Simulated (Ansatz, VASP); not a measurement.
**One calculation of CaSe, two programs**

Contents of INCAR:

```
PREC     = Accurate       # precision mode
ENCUT    = 520            # plane-wave cutoff, eV
EDIFF    = 1E-8           # SCF threshold, eV
ISMEAR   = -1             # smearing method
SIGMA    = 0.01           # smearing width, eV
LREAL    = False          # projectors in reciprocal space
LASPH    = True           # aspherical terms in the spheres
NELM     = 100            # most SCF steps
ALGO     = Normal         # electronic algorithm
ISIF     = 2              # what is computed and relaxed
LWAVE    = False          # write WAVECAR
LCHARG   = False          # write CHGCAR
LEFG     = True         
NBANDS   = 15             # bands
```

Contents of KPOINTS:

```
Automatic mesh
0
Gamma
  7 7 7
```

POSCAR

```
CaSe
1.0
    0.0000000000      2.9560000000      2.9560000000
    2.9560000000      0.0000000000      2.9560000000
    2.9560000000      2.9560000000      0.0000000000
Ca Se
1 1
Direct
    0.0000000000      0.0000000000      0.0000000000
    0.5000000000      0.5000000000      0.5000000000
```

Input for Ansatz:

```yaml
crystal:
  lattice:
    - [0.0, 2.956, 2.956]
    - [2.956, 0.0, 2.956]
    - [2.956, 2.956, 0.0]
  atoms:
    - { symbol: Ca, position: [0.0, 0.0, 0.0] }
    - { symbol: Se, position: [0.5, 0.5, 0.5] }
kpoints:
  mp_grid: { grid: [7, 7, 7] }
  band_path:
    path:
      - [0.0, 0.0, 0.0]
      - [0.5, 0.0, 0.5]
      - [0.625, 0.25, 0.625]
      - [0.375, 0.375, 0.75]
      - [0.0, 0.0, 0.0]
      - [0.5, 0.5, 0.5]
      - [0.5, 0.25, 0.75]
      - [0.5, 0.0, 0.5]
    npoints: 5
scf:
  occupations: { method: fermi_dirac, width: 0.01 }
hamiltonian:
  xc: lda
  pseudopotentials: { kind: paw }
output:
  forces: true
  stress: true
  eigenvalues: true
  efg: { contact_densities: true }
```

Alike in both runs: task electric field gradients; functional LDA; k mesh 7 × 7 × 7; occupations fermi-dirac, width 0.01 eV; no spin polarisation.

```csv
,VASP,Ansatz
version,VASP 6.6.1,Ansatz 0.2.0
potentials or method,"VASP PAW LDA potentials, release 64 (Ca_sv, Se)","PAW with Ansatz's default frozen-core files, scalar-relativistic"
plane-wave cutoff (eV),520,420
valence electrons in the cell,16,26
```

Ansatz gave:

| Property | Result |
| --- | --- |
| gap on the k mesh at the Fermi level (eV) | 1.94 |
| pressure (GPa) | -3.1 |

**Question.** What did VASP give for the same quantities?

**Answer.** gap on the k mesh at the Fermi level (eV): 1.92; pressure (GPa): -2.9.

LDA's correlation is that of Perdew and Zunger in VASP and of Perdew and Wang (1992) in Ansatz. VASP's potentials hold 16 valence electrons a cell and Ansatz's 26, so a difference there can come from the potentials and not from the codes.
